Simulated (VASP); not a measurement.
Al3H, 8 atoms in the cell. The structure is hexagonal, space group P6_3/mmc (No. 194). The conventional cell has a = 5.164 Å, b = 5.164 Å, c = 4.140 Å, α = 90.00°, β = 90.00°, γ = 120.00°. Al (site symmetry mm2) has 8 Al at 2.32 to 2.84 Å and 4 H at 2.59 to 2.64 Å within 3.1 Å. H (site symmetry -6m2) has 12 Al at 2.59 to 2.64 Å within 3.4 Å. The cell was generated, and may not be a known phase.

| Property | Result |
| --- | --- |
| Program | VASP 6.6.1 |
| Task | single point |
| Functional | PBE |
| Potentials or basis | VASP PAW PBE potentials, release 64 (Al, H) |
| Cutoff | 520 eV |
| k mesh | 6 × 6 × 4 |
| Occupations | gaussian, width 0.1 eV |
| Spin | no spin polarisation |
| Dipole correction | no |
| Further INCAR settings | ALGO = Normal; EDIFF = 1e-06; NBANDS = 20 |

Potentials or basis: VASP PAW PBE potentials, release 64 (Al, H).

The run is started by

```bash
$ cat potpaw_PBE.64/Al/POTCAR potpaw_PBE.64/H/POTCAR > POTCAR
$ mpirun -np 1 vasp_std > vasp.out
```

Hardware: 1 thread of Intel(R) Xeon(R) 6975P-C (Granite Rapids) (shared host).

Task: Estimate the wall time of this run.

Result: It took 14 s on 1 thread of Intel(R) Xeon(R) 6975P-C (Granite Rapids), on a shared host, peak memory 0.21 GiB. Counts: scf iterations 12, k points 21.
